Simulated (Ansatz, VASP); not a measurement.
Au: VASP beside Ansatz

File POSCAR:

```
Au
1.0
    2.8999984104      0.0000000000      0.0000000000
   -1.4499992052      2.5114722944      0.0000000000
    0.0000000000      0.0000000000      5.0264000000
Au
2
Direct
    0.3333333333      0.6666666667      0.7500000000
    0.6666666667      0.3333333333      0.2500000000
```

File INCAR.step1:

```
PREC     = Accurate       # precision mode
ENCUT    = 520            # plane-wave cutoff, eV
ISMEAR   = 0              # smearing method
SIGMA    = 0.15           # smearing width, eV
LREAL    = False          # projectors in reciprocal space
LASPH    = True           # aspherical terms in the spheres
NELM     = 80             # most SCF steps
NBANDS   = 18             # bands
GGA      = PE             # functional
ALGO     = Normal         # electronic algorithm
EDIFF    = 1E-4           # SCF threshold, eV
LWAVE    = True           # write WAVECAR
LCHARG   = False          # write CHGCAR
```

INCAR.step2

```
PREC     = Accurate       # precision mode
ENCUT    = 520            # plane-wave cutoff, eV
EDIFF    = 1E-6           # SCF threshold, eV
ISMEAR   = 0              # smearing method
SIGMA    = 0.15           # smearing width, eV
LREAL    = False          # projectors in reciprocal space
LASPH    = True           # aspherical terms in the spheres
NELM     = 80             # most SCF steps
ALGO     = Normal         # electronic algorithm
ISIF     = 2              # what is computed and relaxed
LWAVE    = False          # write WAVECAR
LCHARG   = True           # write CHGCAR
METAGGA  = R2SCAN         # meta-GGA
LMIXTAU  = True         
LELF     = True           # ELF
LVHAR    = True         
NBANDS   = 18             # bands
ISTART   = 1
```

File KPOINTS:

```
Automatic mesh
0
Gamma
  18 18 10
```

Input for Ansatz:

```yaml
crystal:
  lattice:
    - [2.8999984104, 0.0, 0.0]
    - [-1.4499992052, 2.5114722944, 0.0]
    - [0.0, 0.0, 5.0264]
  atoms:
    - { symbol: Au, position: [0.3333333333, 0.6666666667, 0.75] }
    - { symbol: Au, position: [0.6666666667, 0.3333333333, 0.25] }
basis:
  ecutwfc: 500
kpoints:
  mp_grid: { grid: [18, 18, 10] }
hamiltonian:
  xc: r2scan
scf:
  occupations: { method: gaussian, width: 0.15 }
output:
  forces: true
  stress: true
  eigenvalues: true
  write_density: true
  write_potential: true
  elf: true
  volumetric_format: npy
```

Change from the starting cell: strain +0.000 along x and y, +0.030 along z, atoms carried along.

Alike in both runs: task single point; functional r2SCAN; k mesh 18 × 18 × 10; occupations gaussian, width 0.15 eV; no spin polarisation.

|  | VASP | Ansatz |
| --- | --- | --- |
| version | VASP 6.6.1 | Ansatz 0.2.0 |
| potentials or method | VASP PAW PBE potentials, release 64 (Au), cutoff 520 eV | scalar-relativistic, plane waves, PAW |
| valence electrons in the cell | 22 | 38 |

VASP gave:

| Quantity | Value |
| --- | --- |
| gap on the k mesh at the Fermi level (eV) | none |
| pressure (GPa) | -4.9 |
| traceless stress, the component that is largest in VASP (GPa) | -0.68 |

Problem. Which values does Ansatz return?

Solution. gap on the k mesh at the Fermi level (eV): none; pressure (GPa): -5.1; traceless stress, the component that is largest in VASP (GPa): -0.63.

VASP's potentials were made for PBE, not for r2SCAN. A gap of «none» marks a metal or a gap that the smearing closes. VASP's potentials hold 22 valence electrons a cell and Ansatz's 38, so a difference there can come from the potentials and not from the codes.

Spin-orbit coupling is off throughout.
